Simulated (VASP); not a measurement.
# TiN (Fm-3m) in VASP: further runs

The runs below take TiN through single point, with PBE, PBE+U.

Program: VASP 6.6.1. These are calculated values, not measurements. Logs are shortened: lines on timing, memory, paths and dates and some standing lists are left out, and cuts for length are marked.

### Step 1. The cell of the first run

It takes space group Fm-3m (No. 225, cubic). Conventional cell: a = 4.244 Å, b = 4.244 Å, c = 4.244 Å, α = 90.00°, β = 90.00°, γ = 90.00°. Within 2.8 Å of Ti (site symmetry m-3m) lie 6 N at 2.12 Å. Within 2.8 Å of N (site symmetry m-3m) lie 6 Ti at 2.12 Å.

### Step 2. Single point, PBE

File INCAR:

```
PREC = Accurate ; ENCUT = 520
EDIFF = 1E-7 ; ISMEAR = -1
SIGMA = 0.05 ; LREAL = F
LASPH = T ; NELM = 80
ALGO = Normal ; ISIF = 2
LWAVE = F ; LCHARG = T
GGA = PE ; LELF = T
LVHAR = T ; NBANDS = 16
```

File KPOINTS:

```
regular mesh
0
Gamma
  6 6 6
```

File POSCAR:

```
TiN
1.0
    0.0000000000      2.1220000000      2.1220000000
    2.1220000000      0.0000000000      2.1220000000
    2.1220000000      2.1220000000      0.0000000000
Ti N
1 1
Direct
    0.0000000000      0.0000000000      0.0000000000
    0.5000000000      0.5000000000      0.5000000000
```

Potentials or basis: VASP PAW PBE potentials, release 64 (Ti_sv, N).

Run with:

```
> cat potpaw_PBE.64/Ti_sv/POTCAR potpaw_PBE.64/N/POTCAR > POTCAR
> mpirun -np 1 vasp_std > vasp.out
```

OUTCAR:

```text
PREC = Accurate
   ENCUT = 520
   EDIFF = 1E-7
   ISMEAR = -1
   LREAL = F
   LASPH = T
   NELM = 80
   ISIF = 2
   GGA = PE

 ion  position               nearest neighbor table
   1  0.000  0.000  0.000-   2 2.12   2 2.12   2 2.12   2 2.12   2 2.12   2 2.12
   2  0.500  0.500  0.500-   1 2.12   1 2.12   1 2.12   1 2.12   1 2.12   1 2.12

  LATTYP: Found a face centered cubic cell.
 ALAT       =     4.2440000000

  Lattice vectors:

 A1 = (   0.0000000000,   2.1220000000,   2.1220000000)
 A2 = (   2.1220000000,   0.0000000000,   2.1220000000)
 A3 = (   2.1220000000,   2.1220000000,   0.0000000000)

Analysis of symmetry for initial positions (statically):
=====================================================================
 Subroutine PRICEL returns:
 Original cell was already a primitive cell.

 Routine SETGRP: Setting up the symmetry group for a
 face centered cubic supercell.

 Subroutine GETGRP returns: Found 48 space group operations
 (whereof 48 operations were pure point group operations)
 out of a pool of 48 trial point group operations.

The static configuration has the point symmetry O_h .

Analysis of symmetry for dynamics (positions and initial velocities):
=====================================================================
 Subroutine PRICEL returns:
 Original cell was already a primitive cell.

 Routine SETGRP: Setting up the symmetry group for a
 face centered cubic supercell.

 Subroutine GETGRP returns: Found 48 space group operations
 (whereof 48 operations were pure point group operations)
 out of a pool of 48 trial point group operations.

The dynamic configuration has the point symmetry O_h .

 Subroutine INISYM returns: Found 48 space group operations
 (whereof 48 operations are pure point group operations),
 and found     1 'primitive' translations

----------------------------------------------------------------------------------------

                                     Primitive cell

  volume of cell :      19.1102

  direct lattice vectors                    reciprocal lattice vectors
     0.000000000  2.122000000  2.122000000    -0.235626767  0.235626767  0.235626767
     2.122000000  0.000000000  2.122000000     0.235626767 -0.235626767  0.235626767
     2.122000000  2.122000000  0.000000000     0.235626767  0.235626767 -0.235626767

  length of vectors
     3.000961179  3.000961179  3.000961179     0.408117532  0.408117532  0.408117532

  position of ions in fractional coordinates (direct lattice)
     0.000000000  0.000000000  0.000000000
     0.500000000  0.500000000  0.500000000

  ion indices of the primitive-cell ions
   primitive index   ion index
                 1           1
                 2           2

----------------------------------------------------------------------------------------

 KPOINTS: regular mesh

Automatic generation of k-mesh.
 Grid dimensions read from file:
 generate k-points for:    6    6    6

 Generating k-lattice:

  Cartesian coordinates                     Fractional coordinates (reciprocal lattice)
    -0.039271128  0.039271128  0.039271128     0.166666667  0.000000000  0.000000000
     0.039271128 -0.039271128  0.039271128     0.000000000  0.166666667  0.000000000
     0.039271128  0.039271128 -0.039271128     0.000000000  0.000000000  0.166666667

  Length of vectors
     0.068019589  0.068019589  0.068019589

  Shift w.r.t. Gamma in fractional coordinates (k-lattice)
     0.000000000  0.000000000  0.000000000

 Subroutine IBZKPT returns following result:
 ===========================================

 Found     16 irreducible k-points:

 Following reciprocal coordinates:
            Coordinates               Weight
  0.000000  0.000000  0.000000      1.000000
  0.166667  0.000000  0.000000      8.000000
  0.333333  0.000000  0.000000      8.000000
  0.500000  0.000000  0.000000      4.000000
  0.166667  0.166667  0.000000      6.000000
  0.333333  0.166667  0.000000     24.000000
[... 8 lines left out ...]
 -0.333333  0.333333  0.166667     24.000000
 -0.333333  0.500000  0.166667     12.000000
   k-points           NKPTS =     16   k-points in BZ     NKDIM =     16   number of bands    NBANDS=     16
   number of dos      NEDOS =    301   number of ions     NIONS =      2
   total plane-waves  NPLWV =  13824
   dimension x,y,z NGX =    24 NGY =   24 NGZ =   24
   dimension x,y,z NGXF=    48 NGYF=   48 NGZF=   48
   ions per type =               1   1
   NGX,Y,Z   is equivalent  to a cutoff of  13.30, 13.30, 13.30 a.u.
   NGXF,Y,Z  is equivalent  to a cutoff of  26.59, 26.59, 26.59 a.u.
 SYSTEM =  unknown system
   PREC   = accura    normal or accurate (medium, high low for compatibility)
   ISTART =      0    job   : 0-new  1-cont  2-samecut
   ICHARG =      2    charge: 1-file 2-atom 10-const
   ISPIN  =      1    spin polarized calculation?
   LNONCOLLINEAR =      F non collinear calculations
   LSORBIT =      F    spin-orbit coupling
   LASPH  =      T    aspherical Exc in radial PAW
   ENCUT  =  520.0 eV  38.22 Ry    6.18 a.u.   5.58  5.58  5.58*2*pi/ulx,y,z
   NELM   =     80;   NELMIN=  2; NELMDL= -5     # of ELM steps
   EDIFF  = 0.1E-06   stopping-criterion for ELM
   LREAL  =      F    real-space projection
   EDIFFG = 0.1E-05   stopping-criterion for IOM
   NSW    =      0    number of steps for IOM
   IBRION =     -1    ionic relax: 0-MD 1-quasi-New 2-CG
   NFREE  =      0    steps in history (QN), initial steepest desc. (CG)
   ISIF   =      2    stress and relaxation
   ISYM   =      2    0-nonsym 1-usesym 2-fastsym
   POTIM  = 0.5000    time-step for ionic-motion
   TEBEG  =    0.0;   TEEND  =   0.0 temperature during run
   PSTRESS=    0.0 pullay stress
   NELECT =      17.0000    total number of electrons
   NUPDOWN=      -1.0000    fix difference up-down
   EMIN   =  10.00;   EMAX   =-10.00  energy-range for DOS
   EFERMI =   0.00;   METHOD = LEGACY
   ISMEAR =    -1;   SIGMA  =   0.05  broadening in eV -4-tet -1-fermi 0-gaus
   EFERMI_NEDOS =   21; number of points for ismear=-14 and -15
   IALGO  =     38    algorithm
   IMIX   =      4    mixing-type and parameters
     AMIX     =   0.40;   BMIX     =  1.00
     AMIX_MAG =   1.60;   BMIX_MAG =  1.00
  volume/ion in A,a.u.               =       9.56        64.48
  Fermi-wavevector in a.u.,A,eV,Ry     =   1.574475  2.975326 33.728454  2.478971
  Thomas-Fermi vector in A             =   2.675604
   LORBIT       =      0    0 simple, 1 ext, 2 COOP (PROOUT), +10 PAW based schemes
   GGA     = PE    functional components
   LHFCALC =     F    Hartree Fock is set to
   AEXX    =    0.0000 exact exchange contribution
   IVDW    =     0    specifies the selected vdW correction
   LEPSILON=     F    determine dielectric tensor
   LRPA    =     F    only Hartree local field effects (RPA)
 non-spin polarized calculation
  energy-cutoff  :      520.00
  volume of cell :       19.11
 maximum number of plane-waves:       531
 NGX is ok and might be reduce to    24
   NGX = 11   NGY = 11   NGZ = 11

 number of electron      17.0000002 magnetization

 Free energy of the ion-electron system (eV)
  ---------------------------------------------------
  ext. energy  EPLUGINS =         0.00000000
  ---------------------------------------------------
  free energy    TOTEN  =       -19.65083743 eV

  energy without entropy =      -19.64274341  energy(sigma->0) =      -19.64679042

 E-fermi :  11.3567     XC(G=0): -13.0116

 val. band max:       11.2154849896   @ k =   0.5000   0.3333   0.1667
 cond. band min:      11.3673462986   @ k =   0.1667   0.0000   0.0000
 fundamental gap:      0.1518613090
 Fermi energy:        11.3566906335

 k-point     1 :       0.0000    0.0000    0.0000
  band No.  band energies     occupation
      1     -46.4694      2.00000
      2     -22.4488      2.00000
      3     -22.4488      2.00000
      4     -22.4488      2.00000
      5      -5.6541      2.00000
      6       9.4004      2.00000
[... 8 lines left out ...]
     15      24.5943      0.00000
     16      31.1417      0.00000

 k-point     2 :       0.1667    0.0000    0.0000
  band No.  band energies     occupation
      1     -46.4456      2.00000
      2     -22.6144      2.00000
      3     -22.4628      2.00000
      4     -22.4628      2.00000
      5      -5.1397      2.00000
      6       7.3209      2.00000
[... 8 lines left out ...]
     15      24.6487      0.00000
     16      30.2371      0.00000

 k-point     3 :       0.3333    0.0000    0.0000
  band No.  band energies     occupation
      1     -46.3976      2.00000
      2     -22.9328      2.00000
      3     -22.4906      2.00000
      4     -22.4906      2.00000
      5      -3.9521      2.00000
      6       4.6262      2.00000
[... 8 lines left out ...]
     15      24.3405      0.00000
     16      27.4968      0.00000

 k-point     4 :       0.5000    0.0000    0.0000
  band No.  band energies     occupation
      1     -46.3734      2.00000
      2     -23.0862      2.00000
      3     -22.5043      2.00000
      4     -22.5043      2.00000
      5      -3.2032      2.00000
      6       3.3638      2.00000
[... 8 lines left out ...]
     15      25.1541      0.00000
     16      25.9577      0.00000
[... 172 lines left out ...]
 k-point    14 :       0.5000    0.3333    0.1667
  band No.  band energies     occupation
      1     -46.3662      2.00000
      2     -22.8994      2.00000
      3     -22.6757      2.00000
      4     -22.5625      2.00000
      5      -3.8468      2.00000
      6       4.8155      2.00000
[... 8 lines left out ...]
     15      23.9589      0.00000
     16      25.0552      0.00000

 k-point    15 :      -0.3333    0.3333    0.1667
  band No.  band energies     occupation
      1     -46.3502      2.00000
      2     -22.9156      2.00000
      3     -22.7392      2.00000
      4     -22.5986      2.00000
      5      -3.6431      2.00000
      6       4.9122      2.00000
[... 8 lines left out ...]
     15      23.8155      0.00000
     16      24.8052      0.00000

 k-point    16 :      -0.3333    0.5000    0.1667
  band No.  band energies     occupation
      1     -46.3425      2.00000
      2     -22.8969      2.00000
      3     -22.7342      2.00000
      4     -22.6676      2.00000
      5      -3.9059      2.00000
      6       5.7178      2.00000
[... 8 lines left out ...]
     15      23.5829      0.00000
     16      24.2686      0.00000

------------------------ aborting loop because EDIFF is reached ----------------------------------------

  FORCE on cell =-STRESS in cart. coord.  units (eV):
  Direction    XX          YY          ZZ          XY          YZ          ZX
  --------------------------------------------------------------------------------------
  -------------------------------------------------------------------------------------
  Total        0.1089399      0.1089399      0.1089399     -0.0000000      0.0000000      0.0000000
  in kB        9.1333756      9.1333756      9.1333756     -0.0000000      0.0000000      0.0000000
  external PRESSURE =       9.1333756 kB  Pullay stress =       0.0000000 kB

 VOLUME and BASIS-vectors are now :
 -----------------------------------------------------------------------------
  energy-cutoff  :      520.00
  volume of cell :       19.11
      direct lattice vectors                 reciprocal lattice vectors
     0.000000000  2.122000000  2.122000000    -0.235626767  0.235626767  0.235626767
     2.122000000  0.000000000  2.122000000     0.235626767 -0.235626767  0.235626767
     2.122000000  2.122000000  0.000000000     0.235626767  0.235626767 -0.235626767

 POSITION                                       TOTAL-FORCE (eV/Angst)
 -----------------------------------------------------------------------------------
      0.00000      0.00000      0.00000         0.000000      0.000000      0.000000
      2.12200      2.12200      2.12200         0.000000      0.000000      0.000000
 -----------------------------------------------------------------------------------
    total drift:                                0.000000     -0.000000     -0.000000

  FREE ENERGIE OF THE ION-ELECTRON SYSTEM (eV)
  ---------------------------------------------------
  free  energy   TOTEN  =       -19.6508374275 eV

  energy  without entropy=      -19.6427434076  energy(sigma->0) =      -19.64679042
```

Run time: 6.6 s. Hardware: 1 thread of Intel Xeon 6975P-C (Granite Rapids), shared host; peak memory 0.13 GiB.

Results:

| Property | Result |
| --- | --- |
| Free energy | -19.6508 eV |
| Pressure | 0.9 GPa |

Caveat: the k points lie up to 0.43 Å⁻¹ apart.

### Step 3. Single point, PBE

File INCAR:

```
SYSTEM = TiN
  PREC = Accurate
  ENCUT = 520
  EDIFF = 1E-7
  ISMEAR = -1
  SIGMA = 0.05
  LREAL = .FALSE.
  LASPH = .TRUE.
  NELM = 80
  ALGO = Normal
  ISIF = 2
  LWAVE = .FALSE.
  LCHARG = .FALSE.
  GGA = PE
  NBANDS = 16
```

File KPOINTS:

```
regular mesh
0
G
  10 10 10
  0 0 0
```

POSCAR is that of step 2.

Potentials or basis: VASP PAW PBE potentials, release 64 (Ti_sv, N).

Run with:

```
> cat potpaw_PBE.64/Ti_sv/POTCAR potpaw_PBE.64/N/POTCAR > POTCAR
> mpirun -np 1 vasp_std > vasp.out
```

OUTCAR:

```text
SYSTEM = TiN
   PREC = Accurate
   ENCUT = 520
   EDIFF = 1E-7
   ISMEAR = -1
   LREAL = .FALSE.
   LASPH = .TRUE.
   NELM = 80
   ISIF = 2
   GGA = PE

 ion  position               nearest neighbor table
   1  0.000  0.000  0.000-   2 2.12   2 2.12   2 2.12   2 2.12   2 2.12   2 2.12
   2  0.500  0.500  0.500-   1 2.12   1 2.12   1 2.12   1 2.12   1 2.12   1 2.12

  LATTYP: Found a face centered cubic cell.
 ALAT       =     4.2440000000

  Lattice vectors:

[... 192 lines left out ...]
      6       9.3814      2.00000
[... 433 lines left out ...]
      3     -22.5960      2.00000
      4     -22.5772      2.00000
      5      -4.1696      2.00000
      6       5.0439      2.00000
[... 8 lines left out ...]
     15      24.7318      0.00000
     16      25.3210      0.00000

 [... further k-points ...]
[... 5 lines left out ...]
  --------------------------------------------------------------------------------------
  -------------------------------------------------------------------------------------
  Total        0.1199227      0.1199227      0.1199227      0.0000000      0.0000000      0.0000000
  in kB       10.0541598     10.0541598     10.0541598      0.0000000      0.0000000      0.0000000
  external PRESSURE =      10.0541598 kB  Pullay stress =       0.0000000 kB

 VOLUME and BASIS-vectors are now :
 -----------------------------------------------------------------------------
  energy-cutoff  :      520.00
  volume of cell :       19.11
      direct lattice vectors                 reciprocal lattice vectors
     0.000000000  2.122000000  2.122000000    -0.235626767  0.235626767  0.235626767
     2.122000000  0.000000000  2.122000000     0.235626767 -0.235626767  0.235626767
     2.122000000  2.122000000  0.000000000     0.235626767  0.235626767 -0.235626767

 POSITION                                       TOTAL-FORCE (eV/Angst)
 -----------------------------------------------------------------------------------
      0.00000      0.00000      0.00000         0.000000      0.000000     -0.000000
      2.12200      2.12200      2.12200        -0.000000     -0.000000      0.000000
 -----------------------------------------------------------------------------------
    total drift:                                0.000000     -0.000000     -0.000000

  FREE ENERGIE OF THE ION-ELECTRON SYSTEM (eV)
  ---------------------------------------------------
  free  energy   TOTEN  =       -19.6424732561 eV

  energy  without entropy=      -19.6354916415  energy(sigma->0) =      -19.63898245
```

OSZICAR:

```text
N       E                     dE             d eps       ncg     rms          rms(c)
DAV:   1     0.133538935257E+03    0.13354E+03   -0.81066E+03  1512   0.126E+03
DAV:   2    -0.168699698875E+02   -0.15041E+03   -0.14040E+03  1656   0.350E+02
DAV:   3    -0.246191399718E+02   -0.77492E+01   -0.76765E+01  1840   0.822E+01
DAV:   4    -0.248043471578E+02   -0.18521E+00   -0.18500E+00  1840   0.121E+01
DAV:   5    -0.248091027334E+02   -0.47556E-02   -0.47555E-02  1784   0.165E+00    0.181E+01
DAV:   6    -0.200379068891E+02    0.47712E+01   -0.13030E+01  1952   0.534E+01    0.688E+00
DAV:   7    -0.196839066804E+02    0.35400E+00   -0.16273E+00  1824   0.162E+01    0.489E+00
DAV:   8    -0.199238745157E+02   -0.23997E+00   -0.11052E+00  1968   0.156E+01    0.612E+00
DAV:   9    -0.196531160922E+02    0.27076E+00   -0.35958E-01  1696   0.936E+00    0.157E+00
DAV:  10    -0.196453465715E+02    0.77695E-02   -0.34240E-02  1856   0.211E+00    0.404E-01
DAV:  11    -0.196425338271E+02    0.28127E-02   -0.44039E-03  2120   0.783E-01    0.170E-01
DAV:  12    -0.196424925292E+02    0.41298E-04   -0.37601E-04  1704   0.181E-01    0.554E-02
DAV:  13    -0.196424771560E+02    0.15373E-04   -0.90230E-05  1952   0.142E-01    0.181E-02
DAV:  14    -0.196424734682E+02    0.36878E-05   -0.82515E-06  1760   0.345E-02    0.892E-03
DAV:  15    -0.196424732620E+02    0.20624E-06   -0.13811E-06  1888   0.895E-03    0.609E-03
DAV:  16    -0.196424732561E+02    0.59056E-08   -0.22989E-07  1776   0.585E-03
   1 F= -.19642473E+02 E0= -.19638982E+02  d E =-.698161E-02
```

Run time: 11 s. Hardware: 1 thread of Intel Xeon 6975P-C (Granite Rapids), shared host; peak memory 0.14 GiB.

What came out:

| Quantity | Value |
| --- | --- |
| Free energy | -19.6425 eV |
| Pressure | 1.0 GPa |

### Step 4. Single point, PBE+U

File INCAR:

```
  PREC = Accurate
  ENCUT = 520
  EDIFF = 1E-6
  ISMEAR = -1
  SIGMA = 0.05
  LREAL = F
  LASPH = T
  NELM = 150
  ALGO = Normal
  ISIF = 2
  LWAVE = F
  LCHARG = F
  LMAXMIX = 4
  LDAU = T
  LDAUTYPE = 2
  LDAUL = 2 -1
  LDAUU = 2 0
  LDAUJ = 0 0
  LDAUPRINT = 1
  GGA = PE
  ISYM = 0
  NBANDS = 16
```

File KPOINTS:

```
Automatic mesh
0
Gamma
  10 10 10
  0.5 0.5 0.5
```

POSCAR is that of step 3.

Run with:

```
> cat potpaw_PBE.64/Ti_sv/POTCAR potpaw_PBE.64/N/POTCAR > POTCAR
> mpirun -np 1 vasp_std > vasp.out
```

Run time: 3.3 min. Hardware: 1 thread of Intel Xeon 6975P-C (Granite Rapids), shared host; peak memory 0.66 GiB.

The run converged. Its results:

| Property | Result |
| --- | --- |
| Free energy | -18.0601 eV |
| Pressure | 7.1 GPa |

Levels at points of the mesh, in eV from the Fermi level:
| k point | band 6 | band 7 | band 8 | band 9 | band 10 | band 11 |
| --- | --- | --- | --- | --- | --- | --- |
| (0.05, 0.05, 0.05) | -2.47 | -2.39 | -2.39 | -0.47 | -0.47 | -0.41 |

Eigenvalues of the final occupation matrices:
```csv
site,spin,trace,eigenvalues
site 1 d,1,0.97,0.19 0.19 0.19 0.20 0.20
site 1 d,2,0.97,0.19 0.19 0.19 0.20 0.20
```

Caveat: U without spin polarisation on a metal has little footing.

### Step 5. Summary

```tsv
level	U	k mesh	gap on the mesh (eV)	pressure (GPa)
PBE	-	6 × 6 × 6	none	0.9
PBE	-	10 × 10 × 10	none	1.0
PBE+U	Ti d U = 2.0 eV	10 × 10 × 10, shifted	none	7.1
```

Alike in all rows: task single point; potentials or basis VASP PAW PBE potentials, release 64 (Ti_sv, N); no spin polarisation; cell as given; cutoff (eV) 520; smearing fermi-dirac 0.05 eV.

Caveats: some runs use coarse meshes; U without spin polarisation on a metal has little footing (some runs).

Absolute energies hang on the potentials; compare differences alone.
